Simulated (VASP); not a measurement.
Input of a VASP 6.6.1 run:

File INCAR:

```
PREC = Accurate ; ENCUT = 600
EDIFF = 1E-7 ; ISMEAR = 0
SIGMA = 0.2 ; LREAL = False
LASPH = True ; NELM = 120
ALGO = Normal ; ISIF = 3
LWAVE = False ; LCHARG = False
GGA = PE ; IBRION = 2
NSW = 36 ; EDIFFG = -0.08
GGA_COMPAT = False ; NELMIN = 4
```

Contents of KPOINTS:

```
Automatic mesh
0
Gamma
  4 4 4
```

The input POSCAR:

```
SiB5C
1.0
    0.0000000000      3.3255095000      3.3255095000
    3.3255095000      0.0000000000      3.3255095000
    3.3255095000      3.3255095000      0.0000000000
Si B C
1 5 1
Direct
    0.2500000000      0.2500000000      0.2500000000
    0.8868233700      0.8868233700      0.8868233700
    0.8868233700      0.8868233700      0.3395299000
    0.8868233700      0.3395299000      0.8868233700
    0.3395299000      0.8868233700      0.8868233700
    0.7500000000      0.7500000000      0.7500000000
    0.5000000000      0.5000000000      0.5000000000
```

Potentials or basis: VASP PAW PBE potentials, release 64 (Si, B, C).

The run is started by

```console
$ cat potpaw_PBE.64/Si/POTCAR potpaw_PBE.64/B/POTCAR potpaw_PBE.64/C/POTCAR > POTCAR
$ mpirun -np 1 vasp_std > vasp.out
```

Problem. What does it give for the relaxed cell?

Solution. a = 4.447 Å, b = 4.447 Å, c = 4.447 Å, α = 60.00°, β = 60.00°, γ = 60.00°.

Problem. Estimate the relaxed volume.

Solution. 8.88 Å³/atom.

Problem. What does it give for the space group after relaxing (to 0.1 Å)?

Solution. F-43m (No. 216).

Final structure:
```yaml
crystal:
  lattice:
    - [0.00000, 3.14434, 3.14434]
    - [3.14434, 0.00000, 3.14434]
    - [3.14434, 3.14434, 0.00000]
  atoms:
    - { symbol: Si, position: [0.25000, 0.25000, 0.25000] }
    - { symbol: B, position: [0.90093, 0.90093, 0.90093] }
    - { symbol: B, position: [0.90093, 0.90093, 0.29721] }
    - { symbol: B, position: [0.90093, 0.29721, 0.90093] }
    - { symbol: B, position: [0.29721, 0.90093, 0.90093] }
    - { symbol: B, position: [0.75000, 0.75000, 0.75000] }
    - { symbol: C, position: [0.50000, 0.50000, 0.50000] }
```

Caveat: the k points lie up to 0.43 Å⁻¹ apart in the final cell; the volume moved by over 15 % at a fixed basis, so the end points are rough; the highest band is partly filled, so the run has too few bands.
